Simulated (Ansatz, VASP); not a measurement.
**HfO2: VASP beside Ansatz**

```
Hf O
1.0
     0.00000    2.52225    2.52225
     2.52225    0.00000    2.52225
     2.52225    2.52225    0.00000
Hf O
1 2
Direct
  0.00000 0.00000 0.00000
  0.25000 0.25000 0.25000
  0.75000 0.75000 0.75000
```

Alike in both runs: functional PBEsol; k mesh 8 × 8 × 8; occupations gaussian, width 0.02 eV; no spin polarisation.

Ansatz relaxed the structure, and its values are those at the end. VASP's run is a single point on that final structure, the one shown.

```csv
,VASP,Ansatz
version,VASP 6.6.1,Ansatz 0.2.0
potentials or method,"VASP PAW PBE potentials, release 64 (Hf_pv, O), cutoff 600 eV","scalar-relativistic, plane waves, PAW"
valence electrons in the cell,22,38
```

|  | VASP | Ansatz | Ansatz less VASP |
| --- | --- | --- | --- |
| gap on the k mesh at the Fermi level (eV) | 3.71 | 3.69 | -0.023 |
| least direct gap on the mesh (eV) | 3.71 | 3.69 | -0.023 |
| pressure (GPa) | -4.0 | 0.0 | +4.04 |

VASP's potentials were made for PBE, not for PBEsol, and Ansatz warns of the same on its side. One of these differences is far larger than is usual between the two programs; its cause wasn't traced. VASP's potentials hold 22 valence electrons a cell and Ansatz's 38, so a difference there can come from the potentials and not from the codes.

Spin-orbit coupling is off throughout.
